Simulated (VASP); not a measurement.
# MgI2 (P4/mmm) in VASP: further runs

Runs on MgI2. Level: PBE. Tasks: single point.

All numbers are computed with VASP 6.6.1; they aren't measurements. Logs are shortened: lines on timing, memory, paths and dates and some standing lists are left out, and cuts for length are marked.

## Step 1: The cell of the first run

The structure is tetragonal, space group P4/mmm (No. 123). The conventional cell has a = 5.967 Å, b = 5.967 Å, c = 5.967 Å, α = 90.00°, β = 90.00°, γ = 90.00°. Within 3.9 Å of Mg (site symmetry 4/mmm) lie 4 I at 2.98 Å. I (site symmetry mmm) has 2 Mg at 2.98 Å within 3.9 Å.

## Step 2: Single point, PBE (atoms taken out)

Contents of INCAR:

```
ALGO = Normal
EDIFF = 1E-7
ENCUT = 520
GGA = PE
ISIF = 2
ISMEAR = 0
LASPH = T
LCHARG = F
LREAL = F
LWAVE = F
NBANDS = 15
NELM = 80
PREC = Accurate
SIGMA = 0.1
```

Contents of KPOINTS:

```
k-points
0
Gamma
  4 4 4
```

Contents of POSCAR:

```
MgI2
1.0
    5.9673188600      0.0000000000      0.0000000000
    0.0000000000      5.9673188600      0.0000000000
    0.0000000000      0.0000000000      5.9673188600
Mg I
1 2
Direct
    0.0000000000      0.0000000000      0.0000000000
    0.5000000000      0.0000000000      0.0000000000
    0.0000000000      0.5000000000      0.0000000000
```

Potentials or basis: VASP PAW PBE potentials, release 64 (Mg, I).

On the command line:

```sh
> cat potpaw_PBE.64/Mg/POTCAR potpaw_PBE.64/I/POTCAR > POTCAR
> mpirun -np 1 vasp_std > vasp.out
```

OUTCAR:

```text
EDIFF = 1E-7
   ENCUT = 520
   GGA = PE
   ISIF = 2
   ISMEAR = 0
   LASPH = T
   LREAL = F
   NELM = 80
   PREC = Accurate

 ion  position               nearest neighbor table
   1  0.000  0.000  0.000-   2 2.98   3 2.98   3 2.98   2 2.98
   2  0.500  0.000  0.000-   1 2.98   1 2.98
   3  0.000  0.500  0.000-   1 2.98   1 2.98

  LATTYP: Found a simple cubic cell.
 ALAT       =     5.9673188600

  Lattice vectors:

 A1 = (   5.9673188600,   0.0000000000,   0.0000000000)
 A2 = (   0.0000000000,   5.9673188600,   0.0000000000)
 A3 = (   0.0000000000,   0.0000000000,   5.9673188600)

Analysis of symmetry for initial positions (statically):
=====================================================================
 Subroutine PRICEL returns:
 Original cell was already a primitive cell.

 Routine SETGRP: Setting up the symmetry group for a
 simple cubic supercell.

 Subroutine GETGRP returns: Found 16 space group operations
 (whereof 16 operations were pure point group operations)
 out of a pool of 48 trial point group operations.

The static configuration has the point symmetry D_4h.

Analysis of symmetry for dynamics (positions and initial velocities):
=====================================================================
 Subroutine PRICEL returns:
 Original cell was already a primitive cell.

 Routine SETGRP: Setting up the symmetry group for a
 simple cubic supercell.

 Subroutine GETGRP returns: Found 16 space group operations
 (whereof 16 operations were pure point group operations)
 out of a pool of 48 trial point group operations.

The dynamic configuration has the point symmetry D_4h.

 Subroutine INISYM returns: Found 16 space group operations
 (whereof 16 operations are pure point group operations),
 and found     1 'primitive' translations

----------------------------------------------------------------------------------------

                                     Primitive cell

  volume of cell :     212.4896

  direct lattice vectors                    reciprocal lattice vectors
     5.967318860  0.000000000  0.000000000     0.167579448  0.000000000  0.000000000
     0.000000000  5.967318860  0.000000000     0.000000000  0.167579448  0.000000000
     0.000000000  0.000000000  5.967318860     0.000000000  0.000000000  0.167579448

  length of vectors
     5.967318860  5.967318860  5.967318860     0.167579448  0.167579448  0.167579448

  position of ions in fractional coordinates (direct lattice)
     0.000000000  0.000000000  0.000000000
     0.500000000  0.000000000  0.000000000
     0.000000000  0.500000000  0.000000000

  ion indices of the primitive-cell ions
   primitive index   ion index
                 1           1
                 2           2
                 3           3

----------------------------------------------------------------------------------------

 KPOINTS: k-points

Automatic generation of k-mesh.
 Grid dimensions read from file:
 generate k-points for:    4    4    4

 Generating k-lattice:

  Cartesian coordinates                     Fractional coordinates (reciprocal lattice)
     0.041894862  0.000000000  0.000000000     0.250000000  0.000000000  0.000000000
     0.000000000  0.041894862  0.000000000     0.000000000  0.250000000  0.000000000
     0.000000000  0.000000000  0.041894862     0.000000000  0.000000000  0.250000000

  Length of vectors
     0.041894862  0.041894862  0.041894862

  Shift w.r.t. Gamma in fractional coordinates (k-lattice)
     0.000000000  0.000000000  0.000000000

 Subroutine IBZKPT returns following result:
 ===========================================

 Found     18 irreducible k-points:

 Following reciprocal coordinates:
            Coordinates               Weight
  0.000000  0.000000  0.000000      1.000000
  0.250000  0.000000  0.000000      4.000000
  0.000000  0.000000  0.250000      2.000000
  0.500000  0.000000  0.000000      2.000000
  0.000000  0.000000  0.500000      1.000000
  0.250000  0.250000  0.000000      4.000000
[... 10 lines left out ...]
  0.250000  0.500000  0.500000      4.000000
  0.500000  0.500000  0.500000      1.000000
   k-points           NKPTS =     18   k-points in BZ     NKDIM =     18   number of bands    NBANDS=     15
   number of dos      NEDOS =    301   number of ions     NIONS =      3
   total plane-waves  NPLWV = 110592
   dimension x,y,z NGX =    48 NGY =   48 NGZ =   48
   dimension x,y,z NGXF=    96 NGYF=   96 NGZF=   96
   ions per type =               1   2
   NGX,Y,Z   is equivalent  to a cutoff of  13.37, 13.37, 13.37 a.u.
   NGXF,Y,Z  is equivalent  to a cutoff of  26.75, 26.75, 26.75 a.u.
 SYSTEM =  unknown system
   PREC   = accura    normal or accurate (medium, high low for compatibility)
   ISTART =      0    job   : 0-new  1-cont  2-samecut
   ICHARG =      2    charge: 1-file 2-atom 10-const
   ISPIN  =      1    spin polarized calculation?
   LNONCOLLINEAR =      F non collinear calculations
   LSORBIT =      F    spin-orbit coupling
   LASPH  =      T    aspherical Exc in radial PAW
   ENCUT  =  520.0 eV  38.22 Ry    6.18 a.u.  11.10 11.10 11.10*2*pi/ulx,y,z
   NELM   =     80;   NELMIN=  2; NELMDL= -5     # of ELM steps
   EDIFF  = 0.1E-06   stopping-criterion for ELM
   LREAL  =      F    real-space projection
   EDIFFG = 0.1E-05   stopping-criterion for IOM
   NSW    =      0    number of steps for IOM
   IBRION =     -1    ionic relax: 0-MD 1-quasi-New 2-CG
   NFREE  =      0    steps in history (QN), initial steepest desc. (CG)
   ISIF   =      2    stress and relaxation
   ISYM   =      2    0-nonsym 1-usesym 2-fastsym
   POTIM  = 0.5000    time-step for ionic-motion
   TEBEG  =    0.0;   TEEND  =   0.0 temperature during run
   PSTRESS=    0.0 pullay stress
   NELECT =      16.0000    total number of electrons
   NUPDOWN=      -1.0000    fix difference up-down
   EMIN   =  10.00;   EMAX   =-10.00  energy-range for DOS
   EFERMI =   0.00;   METHOD = LEGACY
   ISMEAR =     0;   SIGMA  =   0.10  broadening in eV -4-tet -1-fermi 0-gaus
   EFERMI_NEDOS =   21; number of points for ismear=-14 and -15
   IALGO  =     38    algorithm
   IMIX   =      4    mixing-type and parameters
     AMIX     =   0.40;   BMIX     =  1.00
     AMIX_MAG =   1.60;   BMIX_MAG =  1.00
  volume/ion in A,a.u.               =      70.83       477.98
  Fermi-wavevector in a.u.,A,eV,Ry     =   0.691304  1.306375  6.502236  0.477901
  Thomas-Fermi vector in A             =   1.772917
   LORBIT       =      0    0 simple, 1 ext, 2 COOP (PROOUT), +10 PAW based schemes
   GGA     = PE    functional components
   LHFCALC =     F    Hartree Fock is set to
   AEXX    =    0.0000 exact exchange contribution
   IVDW    =     0    specifies the selected vdW correction
   LEPSILON=     F    determine dielectric tensor
   LRPA    =     F    only Hartree local field effects (RPA)
 non-spin polarized calculation
 Gauss-broadening in eV      SIGMA  =   0.10
  energy-cutoff  :      520.00
  volume of cell :      212.49
 maximum number of plane-waves:      5832
 NGX is ok and might be reduce to    48

 number of electron      15.9999998 magnetization

 Free energy of the ion-electron system (eV)
  ---------------------------------------------------
  ext. energy  EPLUGINS =         0.00000000
  ---------------------------------------------------
  free energy    TOTEN  =        -6.28595218 eV

  energy without entropy =       -6.28336354  energy(sigma->0) =       -6.28465786

 E-fermi :  -1.3265     XC(G=0):  -5.2828

 val. band max:       -1.4190568465   @ k =   0.5000   0.5000   0.5000
 cond. band min:      -1.2797517563   @ k =   0.0000   0.0000   0.0000
 fundamental gap:      0.1393050902
 Fermi energy:        -1.3265270894

 k-point     1 :       0.0000    0.0000    0.0000
  band No.  band energies     occupation
      1     -13.1038      2.00000
      2     -12.6493      2.00000
      3      -4.2515      2.00000
      4      -4.2515      2.00000
      5      -2.9235      2.00000
      6      -2.2070      2.00000
      7      -2.0138      2.00000
      8      -2.0138      2.00000
      9      -1.2798      0.50829
     10       2.7624      0.00000
     11       3.7625      0.00000
     12       4.3859      0.00000
     13       4.8261      0.00000
     14       5.2114      0.00000
     15       5.2114      0.00000

 k-point     2 :       0.2500    0.0000    0.0000
  band No.  band energies     occupation
      1     -13.0368      2.00000
      2     -12.7144      2.00000
      3      -4.4592      2.00000
      4      -4.1564      2.00000
      5      -2.8197      2.00000
      6      -2.3793      2.00000
      7      -2.3082      2.00000
      8      -2.2407      2.00000
      9      -0.2373      0.00000
     10       3.0736      0.00000
     11       3.1952      0.00000
     12       4.7180      0.00000
     13       5.0036      0.00000
     14       5.3544      0.00000
     15       5.4257      0.00000

 k-point     3 :       0.0000    0.0000    0.2500
  band No.  band energies     occupation
      1     -13.1013      2.00000
      2     -12.6477      2.00000
      3      -4.2442      2.00000
      4      -4.2442      2.00000
      5      -3.0378      2.00000
      6      -2.2626      2.00000
      7      -2.0091      2.00000
      8      -2.0091      2.00000
      9      -1.2084      0.09474
     10       2.8769      0.00000
     11       3.8710      0.00000
     12       4.4205      0.00000
     13       4.6746      0.00000
     14       4.6746      0.00000
     15       5.1121      0.00000
[... 235 lines left out ...]
 k-point    17 :       0.2500    0.5000    0.5000
  band No.  band energies     occupation
      1     -12.8677      2.00000
      2     -12.8558      2.00000
      3      -5.2958      2.00000
      4      -3.1970      2.00000
      5      -3.1171      2.00000
      6      -2.7164      2.00000
      7      -2.6754      2.00000
      8      -1.7731      2.00000
      9       1.5583      0.00000
     10       1.5844      0.00000
     11       3.2335      0.00000
     12       4.3638      0.00000
     13       4.9220      0.00000
     14       5.4862      0.00000
     15       6.1640      0.00000

 k-point    18 :       0.5000    0.5000    0.5000
  band No.  band energies     occupation
      1     -12.8528      2.00000
      2     -12.8528      2.00000
      3      -5.6428      2.00000
      4      -3.3533      2.00000
      5      -2.7101      2.00000
      6      -2.6628      2.00000
      7      -2.6628      2.00000
      8      -1.4191      1.80932
      9       1.2099      0.00000
     10       2.8925      0.00000
     11       2.8960      0.00000
     12       2.8960      0.00000
     13       4.1699      0.00000
     14       6.0370      0.00000
     15       6.0370      0.00000

------------------------ aborting loop because EDIFF is reached ----------------------------------------

  FORCE on cell =-STRESS in cart. coord.  units (eV):
  Direction    XX          YY          ZZ          XY          YZ          ZX
  --------------------------------------------------------------------------------------
  -------------------------------------------------------------------------------------
  Total       -3.5327977     -3.5327977      0.1158325      0.0000000     -0.0000000      0.0000000
  in kB      -26.6373865    -26.6373865      0.8733798      0.0000000     -0.0000000      0.0000000
  external PRESSURE =     -17.4671311 kB  Pullay stress =       0.0000000 kB

 VOLUME and BASIS-vectors are now :
 -----------------------------------------------------------------------------
  energy-cutoff  :      520.00
  volume of cell :      212.49
      direct lattice vectors                 reciprocal lattice vectors
     5.967318860  0.000000000  0.000000000     0.167579448  0.000000000  0.000000000
     0.000000000  5.967318860  0.000000000     0.000000000  0.167579448  0.000000000
     0.000000000  0.000000000  5.967318860     0.000000000  0.000000000  0.167579448

 POSITION                                       TOTAL-FORCE (eV/Angst)
 -----------------------------------------------------------------------------------
      0.00000      0.00000      0.00000         0.000000      0.000000      0.000000
      2.98366      0.00000      0.00000         0.000000      0.000000      0.000000
      0.00000      2.98366      0.00000         0.000000      0.000000      0.000000
 -----------------------------------------------------------------------------------
    total drift:                               -0.000000     -0.000000      0.000000

  FREE ENERGIE OF THE ION-ELECTRON SYSTEM (eV)
  ---------------------------------------------------
  free  energy   TOTEN  =        -6.2859521806 eV

  energy  without entropy=       -6.2833635435  energy(sigma->0) =       -6.28465786
```

Wall time 1.7 min (1 thread of Oxide Virtual Turin-like, shared host); peak memory 0.29 GiB.

What came out:

* Free energy: -6.2860 eV
* Pressure: -1.7 GPa
* Band gap on the k mesh: 0.14 eV (least direct gap 0.73 eV)

Stress tensor (GPa, compression positive):
```
-2.66  0.00  0.00
 0.00 -2.66  0.00
 0.00  0.00  0.09
```

Caveat: the cell differs from its parent crystal (atoms taken out); semilocal functionals underestimate gaps, and a narrow one can read as zero; spin-orbit coupling is left out, which moves the levels of the heavy elements. A k mesh can miss the band edges.

## Step 3: Single point, PBE

This run uses another cell than the first one: it holds 6 atoms, not 3.

Contents of INCAR:

```
SYSTEM = MgI2
PREC = Accurate
ENCUT = 520
EDIFF = 1E-7
ISMEAR = 0
SIGMA = 0.1
LREAL = .False.
LASPH = .True.
NELM = 80
ALGO = Normal
ISIF = 2
LWAVE = .False.
LCHARG = .False.
GGA = PE
NBANDS = 25
```

Contents of KPOINTS:

```
Automatic mesh
0
Gamma
  4 4 1
  0 0 0
```

Contents of POSCAR:

```
MgI2
1.0
    5.6217003530      0.0000000000      0.0000000000
    0.0000000000      5.6217003530      0.0000000000
    0.0000000000      0.0000000000     13.1846278402
Mg I
2 4
Direct
    0.0000000000      0.0000000000      0.0000000000
    0.0000000000      0.0000000000      0.5000000000
    0.5000000000      0.0000000000      0.0000000000
    0.5000000000      0.0000000000      0.5000000000
    0.0000000000      0.5000000000      0.0000000000
    0.0000000000      0.5000000000      0.5000000000
```

Potentials or basis: VASP PAW PBE potentials, release 64 (Mg, I).

On the command line:

```sh
> cat potpaw_PBE.64/Mg/POTCAR potpaw_PBE.64/I/POTCAR > POTCAR
> mpirun -np 1 vasp_std > vasp.out
```

Wall time 2.2 min (1 thread of Oxide Virtual Turin-like, shared host); peak memory 0.39 GiB.

The run converged. Its results:

| Item | Value |
| --- | --- |
| Free energy | -13.0448 eV |
| Pressure | 0.0 GPa |
| Band gap on the k mesh | 0.46 eV |

Levels at points of the mesh, in eV from the valence-band top:
```csv
k point,band 14,band 15,band 16,band 17,band 18,band 19
"(0.00, 0.00, 0.00)",-0.78,-0.78,-0.78,0.46,0.54,3.67
"(0.50, 0.00, 0.00)",-1.54,-1.49,-1.49,2.96,3.16,3.53
"(0.50, 0.50, 0.00)",-1.48,0.00,0.00,2.50,2.92,4.49
```

Caveat: semilocal functionals underestimate gaps, and a narrow one can read as zero; spin-orbit coupling is left out, which moves the levels of the heavy elements. A k mesh can miss the band edges.

## Step 4: Single point, PBE (atoms taken out)

Contents of INCAR:

```
SYSTEM = MgI2
  PREC = Accurate
  ENCUT = 520
  EDIFF = 1E-7
  ISMEAR = 0
  SIGMA = 0.01
  LREAL = .FALSE.
  LASPH = .TRUE.
  NELM = 80
  ALGO = Normal
  ISIF = 2
  LWAVE = .FALSE.
  LCHARG = .FALSE.
  GGA = PE
  NBANDS = 15
```

Contents of KPOINTS:

```
Automatic mesh
0
G
  6 6 6
  0 0 0
```

Contents of POSCAR:

```
MgI2
1.0
    5.6217003530      0.0000000000      0.0000000000
    0.0000000000      5.6217003530      0.0000000000
    0.0000000000      0.0000000000      6.5923139201
Mg I
1 2
Direct
    0.0000000000      0.0000000000      0.0000000000
    0.5000000000      0.0000000000      0.0000000000
    0.0000000000      0.5000000000      0.0000000000
```

On the command line:

```sh
> cat potpaw_PBE.64/Mg/POTCAR potpaw_PBE.64/I/POTCAR > POTCAR
> mpirun -np 1 vasp_std > vasp.out
```

Run time: 1.9 min. Hardware: 1 thread of Oxide Virtual Turin-like, shared host; peak memory 0.31 GiB.

It converged, with:

| Item | Value |
| --- | --- |
| Free energy | -6.5255 eV |
| Pressure | 0.0 GPa |
| Band gap on the k mesh | 0.47 eV (least direct gap 1.24 eV) |

Levels at points of the mesh, in eV from the valence-band top:
```
           k point  band 4  band 5  band 6  band 7  band 8  band 9  band 10  band 11  band 12  band 13
(0.00, 0.00, 0.00)   -3.49   -2.17   -1.12   -0.78   -0.78    0.47     3.68     5.24     5.51     6.03
(0.50, 0.00, 0.00)   -3.18   -1.70   -1.61   -1.55   -1.49    2.96     4.06     4.98     5.01     5.35
(0.50, 0.50, 0.00)   -2.69   -1.58   -1.58   -1.48    0.00    2.93     4.49     4.49     4.51     5.86
(0.00, 0.00, 0.50)   -3.48   -2.27   -1.16   -0.77   -0.77    0.54     4.32     5.41     5.53     5.66
(0.50, 0.00, 0.50)   -3.17   -1.77   -1.68   -1.54   -1.49    3.17     3.54     5.36     5.62     6.18
(0.50, 0.50, 0.50)   -2.68   -1.64   -1.64   -1.48    0.00    2.50     4.59     4.59     5.06     5.25
```

Caveat: the cell differs from its parent crystal (atoms taken out); semilocal functionals underestimate gaps, and a narrow one can read as zero; spin-orbit coupling is left out, which moves the levels of the heavy elements.

## Step 5: Summary

```csv
cell,k mesh,smearing,gap on the mesh (eV),pressure (GPa)
"a = 5.967 Å, 3 atoms, atomic positions A",4 × 4 × 4,gaussian 0.1 eV,0.14,-1.7
"a = 5.622, b = 5.622, c = 13.185 Å, 6 atoms, atomic positions B",4 × 4 × 1,gaussian 0.1 eV,0.46,0.0
"a = 5.622, b = 5.622, c = 6.592 Å, 3 atoms, atomic positions A",6 × 6 × 6,gaussian 0.01 eV,0.47,0.0
```

Alike in all rows: task single point; level PBE; potentials or basis VASP PAW PBE potentials, release 64 (Mg, I); no spin polarisation; cutoff (eV) 520.

Caveats: semilocal functionals underestimate gaps, and a narrow one can read as zero; spin-orbit coupling is left out, which moves the levels of the heavy elements.

Total energies depend on the potentials used, so only differences within one code and one set of settings carry meaning.
